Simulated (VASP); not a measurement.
Write the native input for VASP 6.6.1 that does the following.

| Quantity | Value |
| --- | --- |
| Task | single point |
| Functional | r2SCAN |
| Potentials or basis | VASP PAW PBE potentials, release 64 (C, Ti_sv) |
| Cutoff | 520 eV |
| k mesh | 12 × 12 × 1 |
| Occupations | gaussian, width 0.1 eV |
| Spin | no spin polarisation |
| Dipole correction | yes |
| Further INCAR settings | ALGO = Normal; EDIFF = 1e-06; NBANDS = 44 |

System: Ti4C5, a slab with vacuum.

```
C Ti
1.0
     3.06036    0.00000    0.00000
    -1.53018    2.65035    0.00000
     0.00000    0.00000   27.74570
C Ti
5 4
Direct
  0.33333 0.66667 0.30635
  0.00000 0.00000 0.39641
  0.66667 0.33333 0.48649
  0.33333 0.66667 0.57926
  0.66667 0.33333 0.68760
  0.66667 0.33333 0.35138
  0.33333 0.66667 0.44144
  0.00000 0.00000 0.52958
  0.66667 0.33333 0.61635
```

These files were run (other wordings do the same):

POSCAR

```
Ti4C5
1.0
    3.0603581490      0.0000000000      0.0000000000
   -1.5301790745      2.6503479017      0.0000000000
    0.0000000000      0.0000000000     27.7457018777
C Ti
5 4
Direct
    0.3333333333      0.6666666667      0.3063537566
    0.0000000000      0.0000000000      0.3964135423
    0.6666666667      0.3333333333      0.4864946017
    0.3333333333      0.6666666667      0.5792580209
    0.6666666667      0.3333333333      0.6876047263
    0.6666666667      0.3333333333      0.3513836495
    0.3333333333      0.6666666667      0.4414434351
    0.0000000000      0.0000000000      0.5295768640
    0.6666666667      0.3333333333      0.6163519840
```

INCAR.step1

```
SYSTEM = Ti4C5
  PREC = Accurate
  ENCUT = 520
  ISMEAR = 0
  SIGMA = 0.1
  LREAL = .False.
  LASPH = .True.
  NELM = 60
  LDIPOL = .True.
  IDIPOL = 3
  DIPOL = 0.5 0.5 0.488
  NBANDS = 44
  GGA = PE
  ALGO = Normal
  EDIFF = 1E-4
  LWAVE = .True.
  LCHARG = .False.
```

INCAR.step2

```
SYSTEM = Ti4C5
  PREC = Accurate
  ENCUT = 520
  EDIFF = 1E-6
  ISMEAR = 0
  SIGMA = 0.1
  LREAL = .False.
  LASPH = .True.
  NELM = 60
  ALGO = Normal
  ISIF = 2
  LWAVE = .False.
  LCHARG = .True.
  LDIPOL = .True.
  IDIPOL = 3
  DIPOL = 0.5 0.5 0.488
  METAGGA = R2SCAN
  LMIXTAU = .True.
  LELF = .True.
  LVHAR = .True.
  LVACPOTAV = .True.
  NBANDS = 44
  ISTART = 1
```

KPOINTS

```
Automatic mesh
0
Gamma
  12 12 1
  0 0 0
```

Potentials or basis: VASP PAW PBE potentials, release 64 (C, Ti_sv).

Command:

```bash
$ cat potpaw_PBE.64/C/POTCAR potpaw_PBE.64/Ti_sv/POTCAR > POTCAR
$ cp INCAR.step1 INCAR
$ mpirun -np 1 vasp_std > vasp.out
$ cp INCAR.step2 INCAR
$ mpirun -np 1 vasp_std > vasp.out
```

It gave:

```
Largest force          : 0.955 eV/Å
Band gap on the k mesh : zero (bands 34 and 35 overlap by 0.80 eV)
```

Caveat: the PAW data sets were made with another functional, which shifts forces and pressure a little.

It took 10 min on 1 thread of Intel(R) Xeon(R) 6975P-C (Granite Rapids), with other jobs on the host, peak memory 0.46 GiB.
